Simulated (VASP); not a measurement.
# AsIr in VASP: a series of runs

The runs below take AsIr through single point, with PBEsol.

Program: VASP 6.6.1. These are calculated values, not measurements. Logs are shortened: lines on timing, memory, paths and dates and some standing lists are left out, and cuts for length are marked.

### Step 1. The cell of the first run

The structure is tetragonal, space group P4_2/mmc (No. 131). The conventional cell has a = 2.971 Å, b = 2.971 Å, c = 7.768 Å, α = 90.00°, β = 90.00°, γ = 90.00°. Ir (site symmetry mmm) has 4 As at 2.45 Å and 4 Ir at 2.97 Å within 3.2 Å. As (site symmetry -4m2) has 4 Ir at 2.45 Å and 4 As at 2.97 Å within 3.2 Å.

### Step 2. Single point, PBEsol (17.15 Å³/atom)

Contents of INCAR:

```
PREC = Accurate ; ENCUT = 560
EDIFF = 1E-6 ; ISMEAR = 0
SIGMA = 0.05 ; LREAL = F
LASPH = T ; NELM = 120
ALGO = Normal ; ISIF = 2
LWAVE = F ; LCHARG = F
GGA = PS ; NBANDS = 40
GGA_COMPAT = F
```

Contents of KPOINTS:

```
regular mesh
0
Gamma
  8 8 8
```

Contents of POSCAR:

```
AsIr
1.0
    2.9712540280      0.0000000000      0.0000000000
    0.0000000000      2.9712540280      0.0000000000
    0.0000000000      0.0000000000      7.7684126137
Ir As
2 2
Direct
    0.0000000000      0.5000000000      0.0000000000
    0.5000000000      0.0000000000      0.5000000000
    0.0000000000      0.0000000000      0.2500000000
    0.0000000000      0.0000000000      0.7500000000
```

Potentials or basis: VASP PAW PBE potentials, release 64 (Ir_sv_GW, As_d).

On the command line:

```bash
cat potpaw_PBE.64/Ir_sv_GW/POTCAR potpaw_PBE.64/As_d/POTCAR > POTCAR
mpirun -np 1 vasp_std > vasp.out
```

OUTCAR:

```text
PREC = Accurate
   ENCUT = 560
   EDIFF = 1E-6
   ISMEAR = 0
   LREAL = F
   LASPH = T
   NELM = 120
   ISIF = 2
   GGA = PS

 ion  position               nearest neighbor table
   1  0.000  0.500  0.000-   3 2.45   4 2.45   3 2.45   4 2.45
   2  0.500  0.000  0.500-   3 2.45   4 2.45   3 2.45   4 2.45
   3  0.000  0.000  0.250-   1 2.45   2 2.45   1 2.45   2 2.45
   4  0.000  0.000  0.750-   1 2.45   2 2.45   1 2.45   2 2.45

  LATTYP: Found a simple tetragonal cell.
 ALAT       =     2.9712540280
 C/A-ratio  =     2.6145232082

  Lattice vectors:

 A1 = (   2.9712540280,   0.0000000000,   0.0000000000)
 A2 = (   0.0000000000,   2.9712540280,   0.0000000000)
 A3 = (   0.0000000000,   0.0000000000,   7.7684126137)

Analysis of symmetry for initial positions (statically):
=====================================================================
 Subroutine PRICEL returns:
 Original cell was already a primitive cell.

 Routine SETGRP: Setting up the symmetry group for a
 simple tetragonal supercell.

 Subroutine GETGRP returns: Found 16 space group operations
 (whereof  8 operations were pure point group operations)
 out of a pool of 16 trial point group operations.

The static configuration has the point symmetry D_2h.
 The point group associated with its full space group is D_4h.

Analysis of symmetry for dynamics (positions and initial velocities):
=====================================================================
 Subroutine PRICEL returns:
 Original cell was already a primitive cell.

 Routine SETGRP: Setting up the symmetry group for a
 simple tetragonal supercell.

 Subroutine GETGRP returns: Found 16 space group operations
 (whereof  8 operations were pure point group operations)
 out of a pool of 16 trial point group operations.

The dynamic configuration has the point symmetry D_2h.
 The point group associated with its full space group is D_4h.

 Subroutine INISYM returns: Found 16 space group operations
 (whereof  8 operations are pure point group operations),
 and found     1 'primitive' translations

----------------------------------------------------------------------------------------

                                     Primitive cell

  volume of cell :      68.5823

[... 88 lines left out ...]
   LSORBIT =      F    spin-orbit coupling
   LASPH  =      T    aspherical Exc in radial PAW
   ENCUT  =  560.0 eV  41.16 Ry    6.42 a.u.   5.73  5.73 14.99*2*pi/ulx,y,z
   NELM   =    120;   NELMIN=  2; NELMDL= -5     # of ELM steps
   EDIFF  = 0.1E-05   stopping-criterion for ELM
   LREAL  =      F    real-space projection
   EDIFFG = 0.1E-04   stopping-criterion for IOM
   NSW    =      0    number of steps for IOM
   IBRION =     -1    ionic relax: 0-MD 1-quasi-New 2-CG
   NFREE  =      0    steps in history (QN), initial steepest desc. (CG)
   ISIF   =      2    stress and relaxation
   ISYM   =      2    0-nonsym 1-usesym 2-fastsym
   POTIM  = 0.5000    time-step for ionic-motion
   TEBEG  =    0.0;   TEEND  =   0.0 temperature during run
   PSTRESS=    0.0 pullay stress
   NELECT =      64.0000    total number of electrons
   NUPDOWN=      -1.0000    fix difference up-down
   EMIN   =  10.00;   EMAX   =-10.00  energy-range for DOS
   EFERMI =   0.00;   METHOD = LEGACY
   ISMEAR =     0;   SIGMA  =   0.05  broadening in eV -4-tet -1-fermi 0-gaus
   EFERMI_NEDOS =   21; number of points for ismear=-14 and -15
   IALGO  =     38    algorithm
   IMIX   =      4    mixing-type and parameters
     AMIX     =   0.40;   BMIX     =  1.00
     AMIX_MAG =   1.60;   BMIX_MAG =  1.00
  volume/ion in A,a.u.               =      17.15       115.70
  Fermi-wavevector in a.u.,A,eV,Ry     =   1.599795  3.023173 34.821969  2.559343
  Thomas-Fermi vector in A             =   2.697031
   LORBIT       =      0    0 simple, 1 ext, 2 COOP (PROOUT), +10 PAW based schemes
   GGA     = PS    functional components
   LHFCALC =     F    Hartree Fock is set to
   AEXX    =    0.0000 exact exchange contribution
   IVDW    =     0    specifies the selected vdW correction
   LEPSILON=     F    determine dielectric tensor
   LRPA    =     F    only Hartree local field effects (RPA)
 non-spin polarized calculation
 Gauss-broadening in eV      SIGMA  =   0.05
  energy-cutoff  :      560.00
  volume of cell :       68.58
 maximum number of plane-waves:      2086
 NGX is ok and might be reduce to    24
   NGX = 11   NGY = 11   NGZ = 29

 number of electron      64.0000030 magnetization

 Free energy of the ion-electron system (eV)
  ---------------------------------------------------
  ext. energy  EPLUGINS =         0.00000000
  ---------------------------------------------------
  free energy    TOTEN  =       -30.94599298 eV

  energy without entropy =      -30.94159746  energy(sigma->0) =      -30.94379522

 E-fermi :   7.2265     XC(G=0): -12.6936

 val. band max:        7.2202503953   @ k =   0.2500   0.0000   0.2500
 cond. band min:       7.2413857527   @ k =   0.3750   0.3750   0.0000
 fundamental gap:      0.0211353574
 Fermi energy:         7.2264889558

 k-point     1 :       0.0000    0.0000    0.0000
  band No.  band energies     occupation
      1     -84.9563      2.00000
      2     -84.9553      2.00000
      3     -42.0830      2.00000
      4     -42.0785      2.00000
      5     -41.8465      2.00000
      6     -41.8465      2.00000
[... 1021 lines left out ...]
     39      13.2450      0.00000
     40      15.7835      0.00000

 [... further k-points ...]

------------------------ aborting loop because EDIFF is reached ----------------------------------------

  FORCE on cell =-STRESS in cart. coord.  units (eV):
  Direction    XX          YY          ZZ          XY          YZ          ZX
  --------------------------------------------------------------------------------------
  -------------------------------------------------------------------------------------
  Total       -2.7081725     -2.7081725     -2.7558992     -0.0000000      0.0000000      0.0000000
  in kB      -63.2666807    -63.2666807    -64.3816428     -0.0000000      0.0000000      0.0000000
  external PRESSURE =     -63.6383347 kB  Pullay stress =       0.0000000 kB

 VOLUME and BASIS-vectors are now :
 -----------------------------------------------------------------------------
  energy-cutoff  :      560.00
  volume of cell :       68.58
      direct lattice vectors                 reciprocal lattice vectors
     2.971254028  0.000000000  0.000000000     0.336558231  0.000000000  0.000000000
     0.000000000  2.971254028  0.000000000     0.000000000  0.336558231  0.000000000
     0.000000000  0.000000000  7.768412614     0.000000000  0.000000000  0.128726427

 POSITION                                       TOTAL-FORCE (eV/Angst)
 -----------------------------------------------------------------------------------
      0.00000      1.48563      0.00000        -0.000000      0.000000     -0.000000
      1.48563      0.00000      3.88421        -0.000000      0.000000     -0.000000
      0.00000      0.00000      1.94210        -0.000000      0.000000      0.000000
      0.00000      0.00000      5.82631         0.000000     -0.000000     -0.000000
 -----------------------------------------------------------------------------------
    total drift:                                0.000000      0.000000     -0.000000

  FREE ENERGIE OF THE ION-ELECTRON SYSTEM (eV)
  ---------------------------------------------------
  free  energy   TOTEN  =       -30.9459929802 eV

  energy  without entropy=      -30.9415974607  energy(sigma->0) =      -30.94379522
```

Run time: 5 min. Hardware: 1 thread of Intel Xeon Platinum 8259CL at 2.50GHz (Skylake/Cascade Lake), shared host; peak memory 0.32 GiB.

Results:

| Quantity | Value |
| --- | --- |
| Free energy | -30.9460 eV |
| Pressure | -6.4 GPa |
| Band gap on the k mesh | zero (bands 32 and 33 overlap by 1.42 eV) |

Caveat: the cell stands under tension; the PAW data sets were made with another functional, which shifts forces and pressure a little; spin-orbit coupling is left out, which moves the levels of the heavy elements.

### Step 3. Single point, PBEsol

This run uses another cell than the first one, of 16.32 Å³/atom.

Contents of INCAR:

```
SYSTEM = AsIr
PREC = Accurate ; ENCUT = 560
EDIFF = 1E-6 ; ISMEAR = 0
SIGMA = 0.05 ; LREAL = .False.
LASPH = .True. ; NELM = 120
ALGO = Normal ; ISIF = 2
LWAVE = .False. ; LCHARG = .False.
GGA = PS ; NBANDS = 40
GGA_COMPAT = .False.
```

Contents of KPOINTS:

```
Automatic mesh
0
Gamma
  8 8 8
  0 0 0
```

Contents of POSCAR:

```
AsIr
1.0
    2.9162033005      0.0000000000      0.0000000000
    0.0000000000      2.8870412675      0.0000000000
    0.0000000000      0.0000000000      7.7543056971
Ir As
2 2
Direct
    0.0000000000      0.5000000000      0.0000000000
    0.5000000000      0.0000000000      0.5000000000
    0.0000000000      0.0000000000      0.2500000000
    0.0000000000      0.0000000000      0.7500000000
```

Potentials or basis: VASP PAW PBE potentials, release 64 (Ir_sv_GW, As_d).

On the command line:

```bash
cat potpaw_PBE.64/Ir_sv_GW/POTCAR potpaw_PBE.64/As_d/POTCAR > POTCAR
mpirun -np 1 vasp_std > vasp.out
```

Wall time 3.5 min (1 thread of AMD EPYC 9R45 (Zen 5), shared host); peak memory 0.38 GiB.

Results (log left out):

| Property | Result |
| --- | --- |
| Free energy | -30.9873 eV |
| Pressure | 1.0 GPa |
| Largest force | 0.157 eV/Å |
| Band gap on the k mesh | zero (bands 32 and 33 overlap by 1.47 eV) |

Forces on the atoms (eV/Å):
```
Ir   0.000  0.000  0.000
Ir   0.000  0.000  0.000
As   0.000  0.000  0.157
As   0.000  0.000 -0.157
```

Stress tensor (GPa, compression positive):
```
-0.11  0.00  0.00
 0.00  2.45  0.00
 0.00  0.00  0.66
```

Levels at points of the mesh, in eV from the Fermi level:
| k point | band 29 | band 30 | band 31 | band 32 | band 33 | band 34 | band 35 | band 36 |
| --- | --- | --- | --- | --- | --- | --- | --- | --- |
| (0.00, 0.00, 0.00) | -1.67 | -1.56 | -0.18 | -0.15 | 1.94 | 2.21 | 3.18 | 5.64 |
| (0.50, 0.00, 0.00) | -1.88 | -1.60 | -1.45 | -1.10 | 1.48 | 1.58 | 3.74 | 4.48 |
| (0.00, 0.50, 0.00) | -1.92 | -1.70 | -1.45 | -1.19 | 1.64 | 1.70 | 3.84 | 4.33 |
| (0.50, 0.50, 0.00) | -2.94 | -2.32 | 0.75 | 0.79 | 0.81 | 1.09 | 1.81 | 1.91 |
| (0.00, 0.00, 0.50) | -2.02 | -1.87 | -0.17 | -0.15 | 3.30 | 3.51 | 3.95 | 4.20 |
| (0.50, 0.00, 0.50) | -1.85 | -1.61 | -1.09 | 0.79 | 0.92 | 1.18 | 3.27 | 3.94 |
| (0.00, 0.50, 0.50) | -1.98 | -1.71 | -1.18 | 0.86 | 1.01 | 1.22 | 3.45 | 3.77 |
| (0.50, 0.50, 0.50) | -2.26 | -2.17 | 0.61 | 0.65 | 1.08 | 1.17 | 2.55 | 2.58 |

Caveat: the PAW data sets were made with another functional, which shifts forces and pressure a little; spin-orbit coupling is left out, which moves the levels of the heavy elements.

(Continued in part 2 of 2.)

The gap in the log of VASP goes by the Fermi energy; the results here count the filled bands.